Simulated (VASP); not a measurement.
# Ti (P6/mmm) in VASP: notebook

Ti is run at these levels: LDA; tasks: single point, relaxation of cell and atoms.

Everything below comes from runs of VASP 6.6.1. Logs are shortened: lines on timing, memory, paths and dates and some standing lists are left out, and cuts for length are marked.

### 1 The cell of the first run

Symmetry: P6/mmm, No. 191, hexagonal system. Conventional cell: a = 4.567 Å, b = 4.567 Å, c = 2.826 Å, α = 90.00°, β = 90.00°, γ = 120.00°. Ti (site symmetry 6/mmm) has 14 Ti at 2.83 to 2.99 Å within 3.7 Å. Ti (site symmetry -6m2) has 11 Ti at 2.64 to 2.99 Å within 3.5 Å.

This isn't the form of Ti at room conditions, which is hcp.

### 2 Single point, LDA

The input, INCAR:

```
SYSTEM = Ti
PREC = Accurate
ENCUT = 520
EDIFF = 1E-6
ISMEAR = 0
SIGMA = 0.1
LREAL = .False.
LASPH = .True.
NELM = 80
ALGO = Fast
ISIF = 2
LWAVE = .False.
LCHARG = .False.
NBANDS = 25
```

The input, KPOINTS:

```
Automatic mesh
0
Gamma
  6 6 6
  0 0 0
```

The input, POSCAR:

```
Ti
1.0
    4.5673748300      0.0000000000      0.0000000000
   -2.2836874200      3.9554626300      0.0000000000
    0.0000000000      0.0000000000      2.8262442700
Ti
3
Direct
    0.0000000000      0.0000000000      0.0000000000
    0.3333333300      0.6666666700      0.5000000000
    0.6666666700      0.3333333300      0.5000000000
```

Potentials or basis: VASP PAW LDA potentials, release 64 (Ti_sv).

Launch:

```bash
cat potpaw_LDA.64/Ti_sv/POTCAR > POTCAR
mpirun -np 1 vasp_std > vasp.out
```

OUTCAR:

```text
SYSTEM = Ti
   PREC = Accurate
   ENCUT = 520
   EDIFF = 1E-6
   ISMEAR = 0
   LREAL = .False.
   LASPH = .True.
   NELM = 80
   ISIF = 2

 ion  position               nearest neighbor table
   1  0.000  0.000  0.000-
   2  0.333  0.667  0.500-   3 2.64   3 2.64   3 2.64
   3  0.667  0.333  0.500-   2 2.64   2 2.64   2 2.64

  LATTYP: Found a hexagonal cell.
 ALAT       =     4.5673748300
 C/A-ratio  =     0.6187896495

  Lattice vectors:

 A1 = (   4.5673748300,   0.0000000000,   0.0000000000)
 A2 = (  -2.2836874200,   3.9554626300,   0.0000000000)
 A3 = (   0.0000000000,   0.0000000000,   2.8262442700)

Analysis of symmetry for initial positions (statically):
=====================================================================
 Subroutine PRICEL returns:
 Original cell was already a primitive cell.

 Routine SETGRP: Setting up the symmetry group for a
 hexagonal supercell.

 Subroutine GETGRP returns: Found 24 space group operations
 (whereof 24 operations were pure point group operations)
 out of a pool of 24 trial point group operations.

The static configuration has the point symmetry D_6h.

Analysis of symmetry for dynamics (positions and initial velocities):
=====================================================================
 Subroutine PRICEL returns:
 Original cell was already a primitive cell.

 Routine SETGRP: Setting up the symmetry group for a
 hexagonal supercell.

 Subroutine GETGRP returns: Found 24 space group operations
 (whereof 24 operations were pure point group operations)
 out of a pool of 24 trial point group operations.

The dynamic configuration has the point symmetry D_6h.

 Subroutine INISYM returns: Found 24 space group operations
 (whereof 24 operations are pure point group operations),
 and found     1 'primitive' translations

----------------------------------------------------------------------------------------

                                     Primitive cell

  volume of cell :      51.0592

  direct lattice vectors                    reciprocal lattice vectors
     4.567374830  0.000000000  0.000000000     0.218944150  0.126407464  0.000000000
    -2.283687420  3.955462630  0.000000000     0.000000000  0.252814928  0.000000000
     0.000000000  0.000000000  2.826244270     0.000000000  0.000000000  0.353826458

  length of vectors
     4.567374830  4.567374831  2.826244270     0.252814928  0.252814928  0.353826458

  position of ions in fractional coordinates (direct lattice)
     0.000000000  0.000000000  0.000000000
     0.333333330  0.666666670  0.500000000
     0.666666670  0.333333330  0.500000000

  ion indices of the primitive-cell ions
   primitive index   ion index
                 1           1
                 2           2
                 3           3

----------------------------------------------------------------------------------------

 KPOINTS: Automatic mesh

Automatic generation of k-mesh.
 Grid dimensions read from file:
 generate k-points for:    6    6    6

 Generating k-lattice:

  Cartesian coordinates                     Fractional coordinates (reciprocal lattice)
     0.036490692  0.021067911  0.000000000     0.166666667  0.000000000  0.000000000
     0.000000000  0.042135821  0.000000000     0.000000000  0.166666667  0.000000000
     0.000000000  0.000000000  0.058971076     0.000000000  0.000000000  0.166666667

  Length of vectors
     0.042135821  0.042135821  0.058971076

  Shift w.r.t. Gamma in fractional coordinates (k-lattice)
     0.000000000  0.000000000  0.000000000

 Subroutine IBZKPT returns following result:
 ===========================================

 Found     28 irreducible k-points:

 Following reciprocal coordinates:
            Coordinates               Weight
  0.000000  0.000000  0.000000      1.000000
  0.166667 -0.000000  0.000000      6.000000
  0.333333  0.000000  0.000000      6.000000
  0.500000  0.000000  0.000000      3.000000
  0.166667  0.166667  0.000000      6.000000
  0.333333  0.166667  0.000000     12.000000
[... 16 lines left out ...]
  0.166667 -0.000000  0.500000      6.000000
  0.333333  0.000000  0.500000      6.000000
 [... further k-points ...]
   k-points           NKPTS =     28   k-points in BZ     NKDIM =     28   number of bands    NBANDS=     25
   number of dos      NEDOS =    301   number of ions     NIONS =      3
   total plane-waves  NPLWV =  31104
   dimension x,y,z NGX =    36 NGY =   36 NGZ =   24
   dimension x,y,z NGXF=    72 NGYF=   72 NGZF=   48
   ions per type =               3
   NGX,Y,Z   is equivalent  to a cutoff of  13.10, 13.10, 14.12 a.u.
   NGXF,Y,Z  is equivalent  to a cutoff of  26.21, 26.21, 28.23 a.u.
 SYSTEM =  Ti
   PREC   = accura    normal or accurate (medium, high low for compatibility)
   ISTART =      0    job   : 0-new  1-cont  2-samecut
   ICHARG =      2    charge: 1-file 2-atom 10-const
   ISPIN  =      1    spin polarized calculation?
   LNONCOLLINEAR =      F non collinear calculations
   LSORBIT =      F    spin-orbit coupling
   LASPH  =      T    aspherical Exc in radial PAW
   ENCUT  =  520.0 eV  38.22 Ry    6.18 a.u.   8.49  8.49  5.25*2*pi/ulx,y,z
   NELM   =     80;   NELMIN=  2; NELMDL= -5     # of ELM steps
   EDIFF  = 0.1E-05   stopping-criterion for ELM
   LREAL  =      F    real-space projection
   EDIFFG = 0.1E-04   stopping-criterion for IOM
   NSW    =      0    number of steps for IOM
   IBRION =     -1    ionic relax: 0-MD 1-quasi-New 2-CG
   NFREE  =      0    steps in history (QN), initial steepest desc. (CG)
   ISIF   =      2    stress and relaxation
   ISYM   =      2    0-nonsym 1-usesym 2-fastsym
   POTIM  = 0.5000    time-step for ionic-motion
   TEBEG  =    0.0;   TEEND  =   0.0 temperature during run
   PSTRESS=    0.0 pullay stress
   NELECT =      36.0000    total number of electrons
   NUPDOWN=      -1.0000    fix difference up-down
   EMIN   =  10.00;   EMAX   =-10.00  energy-range for DOS
   EFERMI =   0.00;   METHOD = LEGACY
   ISMEAR =     0;   SIGMA  =   0.10  broadening in eV -4-tet -1-fermi 0-gaus
   EFERMI_NEDOS =   21; number of points for ismear=-14 and -15
   IALGO  =     68    algorithm
   IMIX   =      4    mixing-type and parameters
     AMIX     =   0.40;   BMIX     =  1.00
     AMIX_MAG =   1.60;   BMIX_MAG =  1.00
  volume/ion in A,a.u.               =      17.02       114.85
  Fermi-wavevector in a.u.,A,eV,Ry     =   1.457084  2.753489 28.886426  2.123092
  Thomas-Fermi vector in A             =   2.573926
   LORBIT       =      0    0 simple, 1 ext, 2 COOP (PROOUT), +10 PAW based schemes
   GGA     = CA    functional components
   LHFCALC =     F    Hartree Fock is set to
   AEXX    =    0.0000 exact exchange contribution
   IVDW    =     0    specifies the selected vdW correction
   LEPSILON=     F    determine dielectric tensor
   LRPA    =     F    only Hartree local field effects (RPA)
 non-spin polarized calculation
 RMM-DIIS sequential band-by-band and
 Gauss-broadening in eV      SIGMA  =   0.10
  energy-cutoff  :      520.00
  volume of cell :       51.06
 maximum number of plane-waves:      1402
 NGX is ok and might be reduce to    36
   NGX = 17   NGY = 17   NGZ = 11

 number of electron      35.9999989 magnetization

 Free energy of the ion-electron system (eV)
  ---------------------------------------------------
  ext. energy  EPLUGINS =         0.00000000
  ---------------------------------------------------
  free energy    TOTEN  =       -25.63002547 eV

  energy without entropy =      -25.61341018  energy(sigma->0) =      -25.62171783

 E-fermi :   8.1542     XC(G=0): -11.8832

 val. band max:        8.1366825543   @ k =   0.0000   0.0000   0.0000
 cond. band min:       8.1970374456   @ k =   0.3333   0.3333   0.3333
 fundamental gap:      0.0603548913
 Fermi energy:         8.1541522771

 k-point     1 :       0.0000    0.0000    0.0000
  band No.  band energies     occupation
      1     -48.0046      2.00000
      2     -47.7358      2.00000
      3     -47.5607      2.00000
      4     -24.7080      2.00000
      5     -24.7080      2.00000
      6     -24.5935      2.00000
[... 17 lines left out ...]
     24      10.0397      0.00000
     25      10.0669      0.00000

 k-point     2 :       0.1667   -0.0000    0.0000
  band No.  band energies     occupation
      1     -48.0006      2.00000
      2     -47.7287      2.00000
      3     -47.5721      2.00000
      4     -24.7749      2.00000
      5     -24.7488      2.00000
      6     -24.5252      2.00000
[... 17 lines left out ...]
     24       9.6833      0.00000
     25      10.5301      0.00000

 k-point     3 :       0.3333    0.0000    0.0000
  band No.  band energies     occupation
      1     -47.9931      2.00000
      2     -47.7078      2.00000
      3     -47.6014      2.00000
      4     -24.8492      2.00000
      5     -24.7308      2.00000
      6     -24.4479      2.00000
[... 17 lines left out ...]
     24      10.2523      0.00000
     25      10.8459      0.00000

 k-point     4 :       0.5000    0.0000    0.0000
  band No.  band energies     occupation
      1     -47.9895      2.00000
      2     -47.6893      2.00000
      3     -47.6239      2.00000
      4     -24.8772      2.00000
      5     -24.6792      2.00000
      6     -24.4612      2.00000
[... 17 lines left out ...]
     24      10.1918      0.00000
     25      10.8106      0.00000

 k-point     5 :       0.1667    0.1667    0.0000
  band No.  band energies     occupation
      1     -47.9949      2.00000
      2     -47.7141      2.00000
      3     -47.5931      2.00000
      4     -24.7916      2.00000
      5     -24.7861      2.00000
      6     -24.4964      2.00000
[... 17 lines left out ...]
     24      10.0611      0.00000
     25      10.9214      0.00000

 k-point     6 :       0.3333    0.1667    0.0000
  band No.  band energies     occupation
      1     -47.9897      2.00000
      2     -47.6881      2.00000
      3     -47.6249      2.00000
      4     -24.8271      2.00000
      5     -24.7221      2.00000
      6     -24.5473      2.00000
[... 17 lines left out ...]
     24      10.3064      0.00000
     25      10.6174      0.00000
[... 393 lines left out ...]
 k-point    21 :       0.3333    0.3333    0.3333
  band No.  band energies     occupation
      1     -47.9448      2.00000
      2     -47.6130      2.00000
      3     -47.6130      2.00000
      4     -24.7796      2.00000
      5     -24.6888      2.00000
      6     -24.6888      2.00000
[... 17 lines left out ...]
     24      10.5767      0.00000
     25      11.3782      0.00000

 k-point    22 :       0.0000    0.0000    0.5000
  band No.  band energies     occupation
      1     -47.9305      2.00000
      2     -47.6909      2.00000
      3     -47.5041      2.00000
      4     -24.7215      2.00000
      5     -24.6294      2.00000
      6     -24.6011      2.00000
[... 17 lines left out ...]
     24      11.1028      0.00000
     25      11.6885      0.00000

 k-point    23 :       0.1667   -0.0000    0.5000
  band No.  band energies     occupation
      1     -47.9304      2.00000
      2     -47.6800      2.00000
      3     -47.5153      2.00000
      4     -24.7366      2.00000
      5     -24.6988      2.00000
      6     -24.6014      2.00000
[... 17 lines left out ...]
     24      11.1719      0.00000
     25      11.2069      0.00000

 k-point    24 :       0.3333    0.0000    0.5000
  band No.  band energies     occupation
      1     -47.9303      2.00000
      2     -47.6518      2.00000
      3     -47.5440      2.00000
      4     -24.7788      2.00000
      5     -24.7492      2.00000
      6     -24.6020      2.00000
[... 17 lines left out ...]
     24      11.2749      0.00000
     25      11.2856      0.00000

 [... further k-points ...]

------------------------ aborting loop because EDIFF is reached ----------------------------------------

  FORCE on cell =-STRESS in cart. coord.  units (eV):
  Direction    XX          YY          ZZ          XY          YZ          ZX
  --------------------------------------------------------------------------------------
  -------------------------------------------------------------------------------------
  Total       -2.6003560     -2.6003560     -2.4079052      0.0000000      0.0000000     -0.0000000
  in kB      -81.5961677    -81.5961676    -75.5572835      0.0000001      0.0000000     -0.0000000
  external PRESSURE =     -79.5832063 kB  Pullay stress =       0.0000000 kB

 VOLUME and BASIS-vectors are now :
 -----------------------------------------------------------------------------
  energy-cutoff  :      520.00
  volume of cell :       51.06
      direct lattice vectors                 reciprocal lattice vectors
     4.567374830  0.000000000  0.000000000     0.218944150  0.126407464  0.000000000
    -2.283687420  3.955462630  0.000000000     0.000000000  0.252814928  0.000000000
     0.000000000  0.000000000  2.826244270     0.000000000  0.000000000  0.353826458

 POSITION                                       TOTAL-FORCE (eV/Angst)
 -----------------------------------------------------------------------------------
      0.00000      0.00000      0.00000        -0.000000      0.000000      0.000000
     -0.00000      2.63698      1.41312        -0.000000      0.000000      0.000000
      2.28369      1.31849      1.41312         0.000000     -0.000000      0.000000
 -----------------------------------------------------------------------------------
    total drift:                               -0.000000      0.000000      0.000000

  FREE ENERGIE OF THE ION-ELECTRON SYSTEM (eV)
  ---------------------------------------------------
  free  energy   TOTEN  =       -25.6300254690 eV

  energy  without entropy=      -25.6134101816  energy(sigma->0) =      -25.62171783
```

Run time: 64 s. Hardware: 1 thread of Intel Xeon 6975P-C (Granite Rapids), shared host; peak memory 0.16 GiB.

Results:

```yaml
Free_energy: -25.6300 eV
Pressure: -8.0 GPa
Band_gap_on_the_k_mesh: zero (bands 18 and 19 overlap by 0.18 eV)
```

Caveat: the k points lie up to 0.37 Å⁻¹ apart.

### 3 Single point, LDA

This run uses another cell than the first one, of 15.84 Å³/atom.

The input, INCAR:

```
ALGO     = Fast           # electronic algorithm
EDIFF    = 1E-6           # SCF threshold, eV
ENCUT    = 520            # plane-wave cutoff, eV
ISIF     = 2              # what is computed and relaxed
ISMEAR   = 0              # smearing method
LASPH    = True           # aspherical terms in the spheres
LCHARG   = False          # write CHGCAR
LREAL    = False          # projectors in reciprocal space
LWAVE    = False          # write WAVECAR
NBANDS   = 25             # bands
NELM     = 80             # most SCF steps
PREC     = Accurate       # precision mode
SIGMA    = 0.1            # smearing width, eV
```

The input, KPOINTS:

```
k-points
0
Gamma
  12 12 14
```

The input, POSCAR:

```
Ti
1.0
    4.4508280098      0.0000000028      0.0000000000
   -2.2254140073      3.8545301230      0.0000000000
    0.0000000000      0.0000000000      2.7705507101
Ti
3
Direct
    0.0000000000      0.0000000000      0.0000000000
    0.3333333333      0.6666666667      0.5000000000
    0.6666666667      0.3333333333      0.5000000000
```

Potentials or basis: VASP PAW LDA potentials, release 64 (Ti_sv).

Launch:

```bash
cat potpaw_LDA.64/Ti_sv/POTCAR > POTCAR
mpirun -np 1 vasp_std > vasp.out
```

Run time: 4.7 min. Hardware: 1 thread of Intel Xeon 6975P-C (Granite Rapids), shared host; peak memory 0.25 GiB.

Results (log left out):

| Item | Value |
| --- | --- |
| Free energy | -25.7257 eV |
| Pressure | -0.3 GPa |
| Band gap on the k mesh | zero (bands 18 and 19 overlap by 0.39 eV) |

Levels at points of the mesh, in eV from the Fermi level:
```csv
k point,band 14,band 15,band 16,band 17,band 18,band 19,band 20,band 21,band 22,band 23
"(0.00, 0.00, 0.00)",-2.18,-0.70,-0.70,-0.58,-0.58,0.00,0.72,1.36,1.36,1.89
"(0.50, 0.00, 0.00)",-3.50,-2.81,-0.50,-0.49,-0.41,0.02,0.58,1.01,1.51,2.01
"(0.00, 0.00, 0.50)",-2.35,-2.18,-1.80,-1.80,-1.66,1.13,1.13,1.34,1.34,3.20
"(0.50, 0.00, 0.50)",-2.22,-1.88,-1.33,-0.71,-0.65,0.31,0.84,1.14,1.19,2.41
```

[end of part 1 of 3]
